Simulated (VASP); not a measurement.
# ScAgTe2 (R-3m) in VASP: further runs

The runs below take ScAgTe2 through single point, relaxation of cell and atoms, with r2SCAN, PBE.

Program: VASP 6.6.1. These are calculated values, not measurements. Logs are shortened: lines on timing, memory, paths and dates and some standing lists are left out, and cuts for length are marked.

## 1. The cell of the first run

The structure is trigonal, space group R-3m (No. 166). Conventional cell: a = 4.212 Å, b = 4.212 Å, c = 21.017 Å, α = 90.00°, β = 90.00°, γ = 120.00°. Ag (site symmetry -3m) has 6 Te at 3.04 Å within 4.0 Å. Within 3.9 Å of Sc (site symmetry -3m) lie 6 Te at 2.95 Å. Te (site symmetry 3m) has 3 Sc at 2.95 Å and 3 Ag at 3.04 Å within 3.9 Å.

## 2. Single point, r2SCAN

Input file POSCAR:

```
ScAgTe2
1.0
    2.1060072335      1.2159038432      7.0056304309
   -2.1060072335      1.2159038432      7.0056304309
    0.0000000000     -2.4318076863      7.0056304309
Ag Sc Te
1 1 2
Direct
    1.0000000000      0.0000000000      0.0000000000
    0.5000000000      0.5000000000      0.5000000000
    0.2465396571      0.2465396571      0.2465396571
    0.7534603429      0.7534603429      0.7534603429
```

Input file INCAR.step1:

```
  ALGO = Normal
  EDIFF = 1E-4
  ENCUT = 520
  GGA = PE
  ISMEAR = 0
  LASPH = True
  LCHARG = False
  LREAL = False
  LWAVE = True
  NBANDS = 25
  NELM = 60
  PREC = Accurate
  SIGMA = 0.01
```

Input file INCAR.step2:

```
  ALGO = Normal
  EDIFF = 1E-6
  ENCUT = 520
  ISIF = 2
  ISMEAR = 0
  ISTART = 1
  LASPH = True
  LCHARG = True
  LELF = True
  LMIXTAU = True
  LREAL = False
  LVHAR = True
  LWAVE = False
  METAGGA = R2SCAN
  NBANDS = 25
  NELM = 60
  PREC = Accurate
  SIGMA = 0.01
```

Input file KPOINTS:

```
k-points
0
Gamma
  8 8 8
```

Potentials or basis: VASP PAW PBE potentials, release 64 (Ag, Sc_sv, Te).

Command:

```
$ cat potpaw_PBE.64/Ag/POTCAR potpaw_PBE.64/Sc_sv/POTCAR potpaw_PBE.64/Te/POTCAR > POTCAR
$ cp INCAR.step1 INCAR
$ mpirun -np 1 vasp_std > vasp.out
$ cp INCAR.step2 INCAR
$ mpirun -np 1 vasp_std > vasp.out
```

OUTCAR:

```text
EDIFF = 1E-6
   ENCUT = 520
   ISIF = 2
   ISMEAR = 0
   ISTART = 1
   LASPH = True
   LREAL = False
   METAGGA = R2SCAN
   NELM = 60
   PREC = Accurate

 ion  position               nearest neighbor table
   1  0.000  0.000  0.000-   4 3.04   3 3.04   4 3.04   4 3.04   3 3.04   3 3.04
   2  0.500  0.500  0.500-   3 2.95   4 2.95   3 2.95   3 2.95   4 2.95   4 2.95
   3  0.247  0.247  0.247-   2 2.95   2 2.95   2 2.95   1 3.04   1 3.04   1 3.04
   4  0.753  0.753  0.753-   2 2.95   2 2.95   2 2.95   1 3.04   1 3.04   1 3.04

  LATTYP: Found a trigonal (rhomboedric) cell.
 ALAT       =     7.4156959456
 COS(alpha) =     0.8386957229

  Lattice vectors:

 A1 = (   2.1060072335,   1.2159038432,   7.0056304309)
 A2 = (  -2.1060072335,   1.2159038432,   7.0056304309)
 A3 = (   0.0000000000,  -2.4318076863,   7.0056304309)

Analysis of symmetry for initial positions (statically):
=====================================================================
 Subroutine PRICEL returns:
 Original cell was already a primitive cell.

 Routine SETGRP: Setting up the symmetry group for a
 trigonal (rhombohedral) supercell.

 Subroutine GETGRP returns: Found 12 space group operations
 (whereof 12 operations were pure point group operations)
 out of a pool of 12 trial point group operations.

The static configuration has the point symmetry D_3d.

Analysis of symmetry for dynamics (positions and initial velocities):
=====================================================================
 Subroutine PRICEL returns:
 Original cell was already a primitive cell.

 Routine SETGRP: Setting up the symmetry group for a
 trigonal (rhombohedral) supercell.

 Subroutine GETGRP returns: Found 12 space group operations
 (whereof 12 operations were pure point group operations)
 out of a pool of 12 trial point group operations.

The dynamic configuration has the point symmetry D_3d.

 Subroutine INISYM returns: Found 12 space group operations
 (whereof 12 operations are pure point group operations),
 and found     1 'primitive' translations

----------------------------------------------------------------------------------------

                                     Primitive cell

  volume of cell :     107.6360

  direct lattice vectors                    reciprocal lattice vectors
     2.106007234  1.215903843  7.005630431     0.237416089  0.137072243  0.047580776
    -2.106007234  1.215903843  7.005630431    -0.237416089  0.137072243  0.047580776
     0.000000000 -2.431807686  7.005630431     0.000000000 -0.274144485  0.047580776

  length of vectors
     7.415695946  7.415695946  7.415695946     0.278242932  0.278242932  0.278242932

  position of ions in fractional coordinates (direct lattice)
     0.000000000  0.000000000  0.000000000
     0.500000000  0.500000000  0.500000000
     0.246539657  0.246539657  0.246539657
     0.753460343  0.753460343  0.753460343

  ion indices of the primitive-cell ions
   primitive index   ion index
                 1           1
                 2           2
                 3           3
                 4           4

----------------------------------------------------------------------------------------

 KPOINTS: k-points

Automatic generation of k-mesh.
 Grid dimensions read from file:
 generate k-points for:    8    8    8

 Generating k-lattice:

  Cartesian coordinates                     Fractional coordinates (reciprocal lattice)
     0.029677011  0.017134030  0.005947597     0.125000000 -0.000000000  0.000000000
    -0.029677011  0.017134030  0.005947597    -0.000000000  0.125000000  0.000000000
     0.000000000 -0.034268061  0.005947597     0.000000000  0.000000000  0.125000000

  Length of vectors
     0.034780366  0.034780366  0.034780366

  Shift w.r.t. Gamma in fractional coordinates (k-lattice)
     0.000000000  0.000000000  0.000000000

 Subroutine IBZKPT returns following result:
 ===========================================

 Found     65 irreducible k-points:

 Following reciprocal coordinates:
            Coordinates               Weight
  0.000000  0.000000  0.000000      1.000000
  0.125000  0.000000 -0.000000      6.000000
  0.250000  0.000000 -0.000000      6.000000
  0.375000 -0.000000 -0.000000      6.000000
  0.500000  0.000000 -0.000000      3.000000
  0.125000  0.125000 -0.000000      6.000000
[... 16 lines left out ...]
  0.250000  0.125000  0.125000      6.000000
  0.375000  0.125000  0.125000      6.000000
 [... further k-points ...]
   k-points           NKPTS =     65   k-points in BZ     NKDIM =     65   number of bands    NBANDS=     25
   number of dos      NEDOS =    301   number of ions     NIONS =      4
   total plane-waves  NPLWV = 175616
   dimension x,y,z NGX =    56 NGY =   56 NGZ =   56
   dimension x,y,z NGXF=   112 NGYF=  112 NGZF=  112
   ions per type =               1   1   2
   NGX,Y,Z   is equivalent  to a cutoff of  12.55, 12.55, 12.55 a.u.
   NGXF,Y,Z  is equivalent  to a cutoff of  25.11, 25.11, 25.11 a.u.
 SYSTEM =  unknown system
   PREC   = accura    normal or accurate (medium, high low for compatibility)
   ISTART =      1    job   : 0-new  1-cont  2-samecut
   ICHARG =      0    charge: 1-file 2-atom 10-const
   ISPIN  =      1    spin polarized calculation?
   LNONCOLLINEAR =      F non collinear calculations
   LSORBIT =      F    spin-orbit coupling
   LASPH  =      T    aspherical Exc in radial PAW
   ENCUT  =  520.0 eV  38.22 Ry    6.18 a.u.  13.79 13.79 13.79*2*pi/ulx,y,z
   NELM   =     60;   NELMIN=  2; NELMDL=  0     # of ELM steps
   EDIFF  = 0.1E-05   stopping-criterion for ELM
   LREAL  =      F    real-space projection
   EDIFFG = 0.1E-04   stopping-criterion for IOM
   NSW    =      0    number of steps for IOM
   IBRION =     -1    ionic relax: 0-MD 1-quasi-New 2-CG
   NFREE  =      0    steps in history (QN), initial steepest desc. (CG)
   ISIF   =      2    stress and relaxation
   ISYM   =      2    0-nonsym 1-usesym 2-fastsym
   POTIM  = 0.5000    time-step for ionic-motion
   TEBEG  =    0.0;   TEEND  =   0.0 temperature during run
   PSTRESS=    0.0 pullay stress
   NELECT =      34.0000    total number of electrons
   NUPDOWN=      -1.0000    fix difference up-down
   EMIN   =  10.00;   EMAX   =-10.00  energy-range for DOS
   EFERMI =   0.00;   METHOD = LEGACY
   ISMEAR =     0;   SIGMA  =   0.01  broadening in eV -4-tet -1-fermi 0-gaus
   EFERMI_NEDOS =   21; number of points for ismear=-14 and -15
   IALGO  =     38    algorithm
   IMIX   =      4    mixing-type and parameters
     AMIX     =   0.40;   BMIX     =  1.00
     AMIX_MAG =   1.60;   BMIX_MAG =  1.00
  volume/ion in A,a.u.               =      26.91       181.59
  Fermi-wavevector in a.u.,A,eV,Ry     =   1.114933  2.106917 16.913058  1.243075
  Thomas-Fermi vector in A             =   2.251532
   LORBIT       =      0    0 simple, 1 ext, 2 COOP (PROOUT), +10 PAW based schemes
   METAGGA = R2SCAN    functional components
   LHFCALC =     F    Hartree Fock is set to
   AEXX    =    0.0000 exact exchange contribution
   IVDW    =     0    specifies the selected vdW correction
   LEPSILON=     F    determine dielectric tensor
   LRPA    =     F    only Hartree local field effects (RPA)
 non-spin polarized calculation
 Gauss-broadening in eV      SIGMA  =   0.01
  energy-cutoff  :      520.00
  volume of cell :      107.64
 maximum number of plane-waves:      2913
   NGX = 27   NGY = 27   NGZ = 27

 number of electron      34.0000001 magnetization

 Free energy of the ion-electron system (eV)
  ---------------------------------------------------
  ext. energy  EPLUGINS =         0.00000000
  ---------------------------------------------------
  free energy    TOTEN  =       -87.06701592 eV

  energy without entropy =      -87.06701592  energy(sigma->0) =      -87.06701592

 E-fermi :   5.9635     XC(G=0): -10.2761

 val. band max:        5.8063769458   @ k =   0.5000   0.5000   0.5000
 cond. band min:       6.4221002055   @ k =   0.5000   0.5000  -0.0000
 fundamental gap:      0.6157232597
 Fermi energy:         5.9635077467

 k-point     1 :       0.0000    0.0000    0.0000
  band No.  band energies     occupation
      1     -46.7942      2.00000
      2     -24.4346      2.00000
      3     -24.4172      2.00000
      4     -24.4172      2.00000
      5      -6.5129      2.00000
      6      -5.3881      2.00000
[... 17 lines left out ...]
     24       9.5062      0.00000
     25      11.4515      0.00000

 k-point     2 :       0.1250    0.0000   -0.0000
  band No.  band energies     occupation
      1     -46.7940      2.00000
      2     -24.4337      2.00000
      3     -24.4211      2.00000
      4     -24.4180      2.00000
      5      -6.3890      2.00000
      6      -5.3641      2.00000
[... 17 lines left out ...]
     24      10.2913      0.00000
     25      11.6176      0.00000

 k-point     3 :       0.2500    0.0000   -0.0000
  band No.  band energies     occupation
      1     -46.7935      2.00000
      2     -24.4319      2.00000
      3     -24.4302      2.00000
      4     -24.4202      2.00000
      5      -6.0581      2.00000
      6      -5.3024      2.00000
[... 17 lines left out ...]
     24      11.2493      0.00000
     25      11.8528      0.00000

 k-point     4 :       0.3750   -0.0000   -0.0000
  band No.  band energies     occupation
      1     -46.7930      2.00000
      2     -24.4404      2.00000
      3     -24.4290      2.00000
      4     -24.4223      2.00000
      5      -5.6479      2.00000
      6      -5.2573      2.00000
[... 17 lines left out ...]
     24      10.2945      0.00000
     25      11.6936      0.00000
[... 477 lines left out ...]
 k-point    22 :       0.1250    0.1250    0.1250
  band No.  band energies     occupation
      1     -46.7942      2.00000
      2     -24.4346      2.00000
      3     -24.4171      2.00000
      4     -24.4171      2.00000
      5      -6.4822      2.00000
      6      -5.4411      2.00000
[... 17 lines left out ...]
     24       9.5912      0.00000
     25      11.5858      0.00000

 k-point    23 :       0.2500    0.1250    0.1250
  band No.  band energies     occupation
      1     -46.7940      2.00000
      2     -24.4337      2.00000
      3     -24.4211      2.00000
      4     -24.4180      2.00000
      5      -6.3421      2.00000
      6      -5.4394      2.00000
[... 17 lines left out ...]
     24      10.4465      0.00000
     25      11.8936      0.00000

 k-point    24 :       0.3750    0.1250    0.1250
  band No.  band energies     occupation
      1     -46.7935      2.00000
      2     -24.4319      2.00000
      3     -24.4302      2.00000
      4     -24.4202      2.00000
      5      -6.0104      2.00000
      6      -5.3663      2.00000
[... 17 lines left out ...]
     24      10.8596      0.00000
     25      12.3361      0.00000

 [... further k-points ...]

------------------------ aborting loop because EDIFF is reached ----------------------------------------

  FORCE on cell =-STRESS in cart. coord.  units (eV):
  Direction    XX          YY          ZZ          XY          YZ          ZX
  --------------------------------------------------------------------------------------
  -------------------------------------------------------------------------------------
  Total        0.0505894      0.0505894      0.0648218      0.0000000      0.0000000      0.0000000
  in kB        0.7530312      0.7530312      0.9648814      0.0000000      0.0000000      0.0000000
  external PRESSURE =       0.8236479 kB  Pullay stress =       0.0000000 kB

 VOLUME and BASIS-vectors are now :
 -----------------------------------------------------------------------------
  energy-cutoff  :      520.00
  volume of cell :      107.64
      direct lattice vectors                 reciprocal lattice vectors
     2.106007234  1.215903843  7.005630431     0.237416089  0.137072243  0.047580776
    -2.106007234  1.215903843  7.005630431    -0.237416089  0.137072243  0.047580776
     0.000000000 -2.431807686  7.005630431     0.000000000 -0.274144485  0.047580776

 POSITION                                       TOTAL-FORCE (eV/Angst)
 -----------------------------------------------------------------------------------
      0.00000      0.00000      0.00000        -0.000000     -0.000000      0.000000
      0.00000      0.00000     10.50845         0.000000      0.000000      0.000000
      0.00000      0.00000      5.18150        -0.000000      0.000000      0.037183
      0.00000      0.00000     15.83539        -0.000000     -0.000000     -0.037183
 -----------------------------------------------------------------------------------
    total drift:                               -0.000000     -0.000000      0.000000

  FREE ENERGIE OF THE ION-ELECTRON SYSTEM (eV)
  ---------------------------------------------------
  free  energy   TOTEN  =       -87.0670159200 eV

  energy  without entropy=      -87.0670159200  energy(sigma->0) =      -87.06701592
```

Wall time 49 min (1 thread of AMD EPYC 7R43 (Zen 3), shared host); peak memory 0.52 GiB.

Results:

* Free energy: -87.0670 eV
* Pressure: 0.1 GPa
* Largest force: 0.037 eV/Å
* Band gap on the k mesh: 0.62 eV (least direct gap 1.16 eV)

Forces in eV/Å, atoms in the order of the input:
```
Ag   0.000  0.000  0.000
Sc   0.000  0.000  0.000
Te   0.000  0.000  0.037
Te   0.000  0.000 -0.037
```

Caveat: semilocal functionals underestimate gaps, and a narrow one can read as zero; the PAW data sets were made with another functional, which shifts forces and pressure a little; spin-orbit coupling is left out, which moves the levels of the heavy elements. A k mesh can miss the band edges.

(Continued in part 2 of 2.)
